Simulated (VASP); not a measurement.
Ru, 2 atoms in the cell. The structure is hexagonal, space group P6_3/mmc (No. 194). Conventional cell: a = 2.690 Å, b = 2.690 Å, c = 4.252 Å, α = 90.00°, β = 90.00°, γ = 120.00°. Within 3.5 Å of Ru (site symmetry -6m2) lie 12 Ru at 2.63 to 2.69 Å. 

| Quantity | Value |
| --- | --- |
| Program | VASP 6.6.1 |
| Task | single point |
| Functional | PBEsol |
| Potentials or basis | VASP PAW PBE potentials, release 64 (Ru_pv) |
| Cutoff | 520 eV |
| k mesh | 18 × 18 × 10 |
| Occupations | gaussian, width 0.1 eV |
| Spin | no spin polarisation |
| Dipole correction | no |
| k mesh for the DOS | 27 × 27 × 15 |
| Occupations for the DOS | tetrahedron |
| Further INCAR settings | ALGO = Fast; EDIFF = 1e-07 |

Potentials or basis: VASP PAW PBE potentials, release 64 (Ru_pv).

Command:

```sh
$ cat potpaw_PBE.64/Ru_pv/POTCAR > POTCAR
$ cp INCAR.step1 INCAR
$ cp KPOINTS.step1 KPOINTS
$ mpirun -np 1 vasp_std > vasp.out
$ cp INCAR.step2 INCAR
$ cp KPOINTS.step2 KPOINTS
$ mpirun -np 1 vasp_std > vasp.out
```

Hardware: 1 thread of Intel(R) Xeon(R) Platinum 8559C (Emerald Rapids), on a shared host.

Question: How long does it take, and how much memory?

Answer: Wall time 2.3 min on 1 thread of Intel(R) Xeon(R) Platinum 8559C (Emerald Rapids) (shared host), peak memory 0.35 GiB. Counts: k points 600.
